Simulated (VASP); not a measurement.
Runs of VASP 6.6.1 on Ag. The structure is that of space group Fm-3m (No. 225), or close to it. The cells are those of the table. 

```csv
cell,gap on the mesh (eV),pressure (GPa)
"a = 3.121 Å, angles 60.0°, 1 atom",none,-9.9
"a = 2.832, b = 2.832, c = 2.774 Å, angles 60.7, 60.7, 58.6°, 1 atom",none,(b)
"a = 3.063, b = 3.063, c = 3.121 Å, angles 59.4, 59.4, 61.2°, 1 atom",none,(a)
"a = 2.717, b = 2.717, c = 2.658 Å, angles 60.7, 60.7, 58.6°, 1 atom",none,47.0
"a = 2.658 Å, angles 60.0°, 1 atom",none,(c)
"a = 2.948, b = 2.948, c = 2.889 Å, angles 60.7, 60.7, 58.7°, 1 atom",none,0.4
"a = 3.005 Å, angles 60.0°, 1 atom",none,-5.5
"a = 2.832, b = 2.832, c = 2.889 Å, angles 59.3, 59.3, 61.3°, 1 atom",none,9.9
```

Alike in all rows: task single point; level PBE; potentials or basis VASP PAW PBE potentials, release 64 (Ag); no spin polarisation; k mesh 20 × 20 × 20; cutoff (eV) 520; smearing gaussian 0.15 eV.

Problem. Estimate the missing entries.

Solution. (a) -8.8; (b) 16.5; (c) 61.9.

A k mesh can miss the band edges, and the runs leave out spin-orbit coupling on Ag.

A gap of «none» marks levels without a gap at the run's occupations.
